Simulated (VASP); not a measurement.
Write the native input for VASP 6.6.1 that does the following.

- Task: single point
- Functional: PBEsol
- Potentials or basis: VASP PAW PBE potentials, release 64 (P)
- Cutoff: 520 eV
- k mesh: 12 × 12 × 12
- Occupations: gaussian, width 0.15 eV
- Spin: no spin polarisation
- Dipole correction: no
- Further INCAR settings: ALGO = Normal; EDIFF = 1e-07; NBANDS = 8

The structure of P lies in POSCAR:

```
P
1.0
    4.1660822360      0.0000000000      0.0000000000
    0.0000000000      4.1660822360      0.0000000000
    0.0000000000      0.0000000000      4.1591000000
P
1
Direct
    0.0000000000      0.0000000000      0.0000000000
```

This cell differs from its parent crystal: strain -0.025 along x and y, -0.050 along z.

One way to write it, as run:

INCAR

```
SYSTEM = P
ALGO = Normal
EDIFF = 1E-7
ENCUT = 520
GGA = PS
ISIF = 2
ISMEAR = 0
LASPH = .True.
LCHARG = .False.
LREAL = .False.
LWAVE = .False.
NBANDS = 8
NELM = 100
PREC = Accurate
SIGMA = 0.15
```

KPOINTS

```
k-points
0
Gamma
  12 12 12
  0 0 0
```

Potentials or basis: VASP PAW PBE potentials, release 64 (P).

Launch:

```bash
$ cat potpaw_PBE.64/P/POTCAR > POTCAR
$ mpirun -np 1 vasp_std > vasp.out
```

It gave:

```json
{
  "Pressure": "-4.8 GPa"
}
```

Caveat: the cell differs from its parent crystal (strain -0.025 along x and y, -0.050 along z); the PAW data sets were made with another functional, which shifts forces and pressure a little.

Run time: 34 s on 1 thread of Intel(R) Xeon(R) Platinum 8488C (Sapphire Rapids), with other jobs on the host, peak memory 0.23 GiB.
